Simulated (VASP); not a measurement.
Input of a VASP 6.6.1 run:

File INCAR:

```
SYSTEM = HfSnO4
ALGO = Normal ; EDIFF = 1E-7
ENCUT = 520 ; GGA = PE
ISIF = 2 ; ISMEAR = 0
LASPH = .TRUE. ; LCHARG = .TRUE.
LELF = .TRUE. ; LREAL = .FALSE.
LVHAR = .TRUE. ; LWAVE = .FALSE.
NBANDS = 60 ; NELM = 80
PREC = Accurate ; SIGMA = 0.1
```

KPOINTS

```
k-points
0
G
  4 4 2
  0 0 0
```

The input POSCAR:

```
HfSnO4
1.0
    3.4290929406     -3.4548395925      0.0000000000
    3.4290929406      3.4548395925      0.0000000000
    0.0000000000      0.0000000000      6.4552634809
Hf Sn O
2 2 8
Direct
    0.5000000000      0.5000000000      0.2500000000
    0.5000000000      0.5000000000      0.7500000000
    0.0000000000      0.0000000000      0.5000000000
    0.0000000000      0.0000000000      1.0000000000
    0.6943534750      0.6943534750      0.0000000000
    0.6943534750      0.6943534750      0.5000000000
    0.8056415708      0.1943584292      0.2500000000
    0.8056415708      0.1943584292      0.7500000000
    0.1943584292      0.8056415708      0.2500000000
    0.1943584292      0.8056415708      0.7500000000
    0.3056465250      0.3056465250      0.5000000000
    0.3056465250      0.3056465250      1.0000000000
```

Potentials or basis: VASP PAW PBE potentials, release 64 (Hf_pv, Sn_d, O).

Command:

```bash
$ cat potpaw_PBE.64/Hf_pv/POTCAR potpaw_PBE.64/Sn_d/POTCAR potpaw_PBE.64/O/POTCAR > POTCAR
$ mpirun -np 1 vasp_std > vasp.out
```

Q: What does it give for the pressure?

A: -1.1 GPa.

Q: Estimate the largest force.

A: 0.221 eV/Å.

Q: What does it give for the band gap on the k mesh?

A: 2.13 eV.

Forces in eV/Å, atoms in the order of the input:
```
Hf   0.000  0.000  0.000
Hf   0.000  0.000  0.000
Sn   0.000  0.000  0.000
Sn   0.000  0.000  0.000
O   -0.221  0.000  0.000
O   -0.221  0.000  0.000
O    0.000  0.189  0.000
O    0.000  0.189  0.000
O    0.000 -0.189  0.000
O    0.000 -0.189  0.000
O    0.221  0.000  0.000
O    0.221  0.000  0.000
```

Caveat: the k points lie up to 0.49 Å⁻¹ apart; spin-orbit coupling is left out, which moves the levels of the heavy elements.
